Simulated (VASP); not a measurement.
# Ag3SnSe (P6/mmm) in VASP: a series of runs

Runs on Ag3SnSe. Level: PBE. Tasks: single point.

Program: VASP 6.6.1. These are calculated values, not measurements. Logs are shortened: lines on timing, memory, paths and dates and some standing lists are left out, and cuts for length are marked.

## Step 1: The cell of the first run

It takes space group P6/mmm (No. 191, hexagonal). The conventional cell has a = 5.632 Å, b = 5.632 Å, c = 5.820 Å, α = 90.00°, β = 90.00°, γ = 120.00°. Ag (site symmetry mmm) has 4 Ag at 2.82 Å and 2 Se at 2.82 Å within 3.7 Å. Sn (site symmetry 6/mmm) has 2 Se at 2.91 Å within 3.8 Å. Within 3.7 Å of Se (site symmetry 6/mmm) lie 6 Ag at 2.82 Å and 2 Sn at 2.91 Å.

## Step 2: Single point, PBE

File INCAR:

```
SYSTEM = Ag3SnSe
PREC = Accurate ; ENCUT = 520
EDIFF = 1E-7 ; ISMEAR = 0
SIGMA = 0.1 ; LREAL = .False.
LASPH = .True. ; NELM = 60
ALGO = Normal ; ISIF = 2
LWAVE = .False. ; LCHARG = .False.
GGA = PE ; NBANDS = 34
```

File KPOINTS:

```
Automatic mesh
0
Gamma
  6 6 4
  0 0 0
```

File POSCAR:

```
Ag3SnSe
1.0
    5.6320748199      0.0000000000      0.0000000000
   -2.8160374099      4.8775198700      0.0000000000
    0.0000000000      0.0000000000      5.8196553978
Ag Sn Se
3 1 1
Direct
    0.5000000000      0.0000000000      0.5000000000
    0.0000000000      0.5000000000      0.5000000000
    0.5000000000      0.5000000000      0.5000000000
    0.0000000000      0.0000000000      0.0000000000
    0.0000000000      0.0000000000      0.5000000000
```

Potentials or basis: VASP PAW PBE potentials, release 64 (Ag, Sn_d, Se).

The run is started by

```
> cat potpaw_PBE.64/Ag/POTCAR potpaw_PBE.64/Sn_d/POTCAR potpaw_PBE.64/Se/POTCAR > POTCAR
> mpirun -np 1 vasp_std > vasp.out
```

OUTCAR:

```text
SYSTEM = Ag3SnSe
   PREC = Accurate
   ENCUT = 520
   EDIFF = 1E-7
   ISMEAR = 0
   LREAL = .False.
   LASPH = .True.
   NELM = 60
   ISIF = 2
   GGA = PE

 ion  position               nearest neighbor table
   1  0.500  0.000  0.500-   3 2.82   3 2.82   2 2.82   2 2.82   5 2.82   5 2.82
   2  0.000  0.500  0.500-   5 2.82   5 2.82   1 2.82   1 2.82   3 2.82   3 2.82
   3  0.500  0.500  0.500-   1 2.82   1 2.82   5 2.82   5 2.82   2 2.82   2 2.82
   4  0.000  0.000  0.000-   5 2.91   5 2.91
   5  0.000  0.000  0.500-   2 2.82   2 2.82   3 2.82   3 2.82   1 2.82   1 2.82   4 2.91   4 2.91

  LATTYP: Found a hexagonal cell.
 ALAT       =     5.6320748199
 C/A-ratio  =     1.0333057681

  Lattice vectors:

 A1 = (   5.6320748199,   0.0000000000,   0.0000000000)
 A2 = (  -2.8160374099,   4.8775198700,   0.0000000000)
 A3 = (   0.0000000000,   0.0000000000,   5.8196553978)

Analysis of symmetry for initial positions (statically):
=====================================================================
 Subroutine PRICEL returns:
 Original cell was already a primitive cell.

 Routine SETGRP: Setting up the symmetry group for a
 hexagonal supercell.

 Subroutine GETGRP returns: Found 24 space group operations
 (whereof 24 operations were pure point group operations)
 out of a pool of 24 trial point group operations.

The static configuration has the point symmetry D_6h.

Analysis of symmetry for dynamics (positions and initial velocities):
=====================================================================
 Subroutine PRICEL returns:
 Original cell was already a primitive cell.

 Routine SETGRP: Setting up the symmetry group for a
 hexagonal supercell.

 Subroutine GETGRP returns: Found 24 space group operations
 (whereof 24 operations were pure point group operations)
 out of a pool of 24 trial point group operations.

The dynamic configuration has the point symmetry D_6h.

 Subroutine INISYM returns: Found 24 space group operations
 (whereof 24 operations are pure point group operations),
 and found     1 'primitive' translations

----------------------------------------------------------------------------------------

                                     Primitive cell
[... 90 lines left out ...]
   LASPH  =      T    aspherical Exc in radial PAW
   ENCUT  =  520.0 eV  38.22 Ry    6.18 a.u.  10.47 10.47 10.82*2*pi/ulx,y,z
   NELM   =     60;   NELMIN=  2; NELMDL= -5     # of ELM steps
   EDIFF  = 0.1E-06   stopping-criterion for ELM
   LREAL  =      F    real-space projection
   EDIFFG = 0.1E-05   stopping-criterion for IOM
   NSW    =      0    number of steps for IOM
   IBRION =     -1    ionic relax: 0-MD 1-quasi-New 2-CG
   NFREE  =      0    steps in history (QN), initial steepest desc. (CG)
   ISIF   =      2    stress and relaxation
   ISYM   =      2    0-nonsym 1-usesym 2-fastsym
   POTIM  = 0.5000    time-step for ionic-motion
   TEBEG  =    0.0;   TEEND  =   0.0 temperature during run
   PSTRESS=    0.0 pullay stress
   NELECT =      53.0000    total number of electrons
   NUPDOWN=      -1.0000    fix difference up-down
   EMIN   =  10.00;   EMAX   =-10.00  energy-range for DOS
   EFERMI =   0.00;   METHOD = LEGACY
   ISMEAR =     0;   SIGMA  =   0.10  broadening in eV -4-tet -1-fermi 0-gaus
   EFERMI_NEDOS =   21; number of points for ismear=-14 and -15
   IALGO  =     38    algorithm
   IMIX   =      4    mixing-type and parameters
     AMIX     =   0.40;   BMIX     =  1.00
     AMIX_MAG =   1.60;   BMIX_MAG =  1.00
  volume/ion in A,a.u.               =      31.97       215.77
  Fermi-wavevector in a.u.,A,eV,Ry     =   1.133040  2.141135 17.466880  1.283779
  Thomas-Fermi vector in A             =   2.269742
   LORBIT       =      0    0 simple, 1 ext, 2 COOP (PROOUT), +10 PAW based schemes
   GGA     = PE    functional components
   LHFCALC =     F    Hartree Fock is set to
   AEXX    =    0.0000 exact exchange contribution
   IVDW    =     0    specifies the selected vdW correction
   LEPSILON=     F    determine dielectric tensor
   LRPA    =     F    only Hartree local field effects (RPA)
 non-spin polarized calculation
 Gauss-broadening in eV      SIGMA  =   0.10
  energy-cutoff  :      520.00
  volume of cell :      159.87
 maximum number of plane-waves:      4322
 NGX is ok and might be reduce to    42
   NGX = 21   NGY = 21   NGZ = 21

 number of electron      52.9999997 magnetization

 Free energy of the ion-electron system (eV)
  ---------------------------------------------------
  ext. energy  EPLUGINS =         0.00000000
  ---------------------------------------------------
  free energy    TOTEN  =       -13.12705483 eV

  energy without entropy =      -13.10330774  energy(sigma->0) =      -13.11518129

 E-fermi :   3.2621     XC(G=0):  -8.5769

 val. band max:        3.2508556265   @ k =   0.3333   0.1667   0.5000
 cond. band min:       3.2695939672   @ k =   0.1667   0.0000   0.5000
 fundamental gap:      0.0187383407
 Fermi energy:         3.2620506710

 k-point     1 :       0.0000    0.0000    0.0000
  band No.  band energies     occupation
      1     -18.8024      2.00000
      2     -18.8024      2.00000
      3     -18.7854      2.00000
      4     -18.7749      2.00000
      5     -18.7749      2.00000
      6     -10.3862      2.00000
[... 766 lines left out ...]
     33       8.0768      0.00000
     34       9.1702      0.00000

------------------------ aborting loop because EDIFF is reached ----------------------------------------

  FORCE on cell =-STRESS in cart. coord.  units (eV):
  Direction    XX          YY          ZZ          XY          YZ          ZX
  --------------------------------------------------------------------------------------
  -------------------------------------------------------------------------------------
  Total       -0.2276600     -0.2276600     -0.1898290     -0.0000000      0.0000000     -0.0000000
  in kB       -2.2815636     -2.2815636     -1.9024292     -0.0000000      0.0000000     -0.0000000
  external PRESSURE =      -2.1551855 kB  Pullay stress =       0.0000000 kB

 VOLUME and BASIS-vectors are now :
 -----------------------------------------------------------------------------
  energy-cutoff  :      520.00
  volume of cell :      159.87
      direct lattice vectors                 reciprocal lattice vectors
     5.632074820  0.000000000  0.000000000     0.177554459  0.102511115  0.000000000
    -2.816037410  4.877519870  0.000000000     0.000000000  0.205022230  0.000000000
     0.000000000  0.000000000  5.819655398     0.000000000  0.000000000  0.171831480

 POSITION                                       TOTAL-FORCE (eV/Angst)
 -----------------------------------------------------------------------------------
      2.81604      0.00000      2.90983         0.000000      0.000000      0.000000
     -1.40802      2.43876      2.90983         0.000000      0.000000      0.000000
      1.40802      2.43876      2.90983        -0.000000      0.000000      0.000000
      0.00000      0.00000      0.00000         0.000000      0.000000      0.000000
      0.00000      0.00000      2.90983         0.000000      0.000000      0.000000
 -----------------------------------------------------------------------------------
    total drift:                                0.000000     -0.000000     -0.000000

  FREE ENERGIE OF THE ION-ELECTRON SYSTEM (eV)
  ---------------------------------------------------
  free  energy   TOTEN  =       -13.1270548286 eV

  energy  without entropy=      -13.1033077434  energy(sigma->0) =      -13.11518129
```

OSZICAR:

```text
N       E                     dE             d eps       ncg     rms          rms(c)
DAV:   1     0.419594012201E+03    0.41959E+03   -0.24152E+04  1496   0.160E+03
DAV:   2     0.268635755442E+02   -0.39273E+03   -0.37861E+03  1472   0.417E+02
DAV:   3    -0.120552351581E+02   -0.38919E+02   -0.38088E+02  1632   0.117E+02
DAV:   4    -0.137259799304E+02   -0.16707E+01   -0.16608E+01  1618   0.249E+01
DAV:   5    -0.137707927776E+02   -0.44813E-01   -0.44786E-01  1806   0.420E+00    0.806E+00
DAV:   6    -0.131433561075E+02    0.62744E+00   -0.18824E+00  1644   0.101E+01    0.555E+00
DAV:   7    -0.131355163593E+02    0.78397E-02   -0.29146E-01  1508   0.205E+00    0.253E+00
DAV:   8    -0.131287780799E+02    0.67383E-02   -0.36999E-02  1578   0.953E-01    0.918E-01
DAV:   9    -0.131271503269E+02    0.16278E-02   -0.65859E-03  1526   0.369E-01    0.125E-01
DAV:  10    -0.131270026260E+02    0.14770E-03   -0.10077E-03  1626   0.173E-01    0.781E-02
DAV:  11    -0.131270529654E+02   -0.50339E-04   -0.29110E-04  1596   0.729E-02    0.246E-02
DAV:  12    -0.131270539824E+02   -0.10170E-05   -0.20787E-05  1640   0.276E-02    0.129E-02
DAV:  13    -0.131270545806E+02   -0.59815E-06   -0.70843E-06  1630   0.128E-02    0.182E-03
DAV:  14    -0.131270548361E+02   -0.25546E-06   -0.10320E-06  1528   0.549E-03    0.141E-03
DAV:  15    -0.131270548286E+02    0.74533E-08   -0.70498E-08   940   0.184E-03
   1 F= -.13127055E+02 E0= -.13115181E+02  d E =-.237471E-01
```

Wall time 73 s (1 thread of Intel Xeon 6975P-C (Granite Rapids), shared host); peak memory 0.33 GiB.

Results:

```
Free energy : -13.1271 eV
Pressure    : -0.2 GPa
```

Caveat: spin-orbit coupling is left out, which moves the levels of the heavy elements.

## Step 3: Single point, PBE

This run uses another cell than the first one, of 28.36 Å³/atom, 0.887 times its volume.

File INCAR:

```
SYSTEM = Ag3SnSe
PREC = Accurate ; ENCUT = 520
EDIFF = 1E-7 ; ISMEAR = 0
SIGMA = 0.1 ; LREAL = .FALSE.
LASPH = .TRUE. ; NELM = 60
ALGO = Normal ; ISIF = 2
LWAVE = .FALSE. ; LCHARG = .TRUE.
GGA = PE ; LELF = .TRUE.
LVHAR = .TRUE. ; NBANDS = 34
```

File KPOINTS:

```
Automatic mesh
0
G
  6 6 4
  0 0 0
```

POSCAR, as its differences from that of step 2:

```diff
@@ -2,5 +2,5 @@
 1.0
-    5.6320748199      0.0000000000      0.0000000000
-   -2.8160374099      4.8775198700      0.0000000000
-    0.0000000000      0.0000000000      5.8196553978
+    5.1401579200      0.0000000000      0.0000000000
+   -2.5700789600      4.4515073400      0.0000000000
+    0.0000000000      0.0000000000      6.1969240400
 Ag Sn Se
```

Potentials or basis: VASP PAW PBE potentials, release 64 (Ag, Sn_d, Se).

The run is started by

```
> cat potpaw_PBE.64/Ag/POTCAR potpaw_PBE.64/Sn_d/POTCAR potpaw_PBE.64/Se/POTCAR > POTCAR
> mpirun -np 1 vasp_std > vasp.out
```

Wall time 58 s (1 thread of Intel Xeon 6975P-C (Granite Rapids), shared host); peak memory 0.31 GiB.

The run converged. Its results:

* Free energy: -11.9310 eV
* Pressure: 10.2 GPa

Stress tensor (GPa, compression positive):
```
16.48  0.00  0.00
 0.00 16.48  0.00
 0.00  0.00 -2.28
```

Levels at points of the mesh, in eV from the Fermi level:
| k point | band 24 | band 25 | band 26 | band 27 | band 28 | band 29 |
| --- | --- | --- | --- | --- | --- | --- |
| (0.00, 0.00, 0.00) | -3.59 | -2.41 | -1.94 | 1.17 | 1.17 | 1.49 |
| (0.50, 0.00, 0.00) | -3.14 | -1.67 | -1.53 | -0.01 | 0.91 | 1.61 |
| (0.00, 0.00, 0.50) | -2.42 | -2.41 | -2.00 | 0.81 | 0.96 | 0.96 |
| (0.50, 0.00, 0.50) | -1.59 | -1.51 | -1.48 | -1.40 | 0.38 | 0.62 |

Caveat: spin-orbit coupling is left out, which moves the levels of the heavy elements.
